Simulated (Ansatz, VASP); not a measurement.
# MnHg: VASP beside Ansatz

The input INCAR:

```
SYSTEM = MnHg
PREC = Accurate ; ENCUT = 520
EDIFF = 1E-7 ; ISMEAR = -1
SIGMA = 0.08 ; LREAL = .FALSE.
LASPH = .TRUE. ; NELM = 150
ALGO = Normal ; ISIF = 2
LWAVE = .FALSE. ; LCHARG = .FALSE.
ISPIN = 2 ; MAGMOM = 4 0
LORBIT = 11 ; LMAXMIX = 4
GGA = PE ; NBANDS = 24
```

KPOINTS

```
Automatic mesh
0
G
  10 10 10
  0 0 0
```

POSCAR

```
MnHg
1.0
    3.2815128620      0.0000000000      0.0000000000
    0.0000000000      3.2815128620      0.0000000000
    0.0000000000      0.0000000000      3.2815128620
Mn Hg
1 1
Direct
    0.5000000000      0.5000000000      0.5000000000
    0.0000000000      0.0000000000      0.0000000000
```

Input for Ansatz:

```yaml
crystal:
  lattice:
    - [3.281512862, 0.0, 0.0]
    - [0.0, 3.281512862, 0.0]
    - [0.0, 0.0, 3.281512862]
  atoms:
    - { symbol: Mn, position: [0.5, 0.5, 0.5], spin: 4.0 }
    - { symbol: Hg, position: [0.0, 0.0, 0.0] }
magnetization:
  spin_polarized: true
kpoints:
  mp_grid: { grid: [10, 10, 10] }
scf:
  occupations: { method: fermi_dirac, width: 0.08 }
hamiltonian:
  xc: pbe
  pseudopotentials: { kind: all_electron, lapw: { basis_error: 0.00025 } }
output:
  forces: true
  stress: true
  eigenvalues: true
```

Change from the starting cell: volume scaled by 0.97.

Alike in both runs: task single point; functional PBE; k mesh 10 × 10 × 10; occupations fermi-dirac, width 0.08 eV; collinear spin.

|  | VASP | Ansatz |
| --- | --- | --- |
| version | VASP 6.6.1 | Ansatz 0.2.0 |
| potentials or method | VASP PAW PBE potentials, release 64 (Mn_pv, Hg), cutoff 520 eV | all-electron LAPW, scalar-relativistic |

|  | VASP | Ansatz | Ansatz less VASP |
| --- | --- | --- | --- |
| pressure (GPa) | 3.3 | 2.8 | -0.51 |
| net moment per atom (μB) | 1.92 | 1.91 | -0.001 |
| size of the moment on the site where the two differ most (μB) | 3.75 | 3.85 | +0.099 |

Site moments also hang on the region over which each program counts them. Ansatz ran all-electron here, and VASP with PAW potentials.

Neither program's run includes spin-orbit coupling.
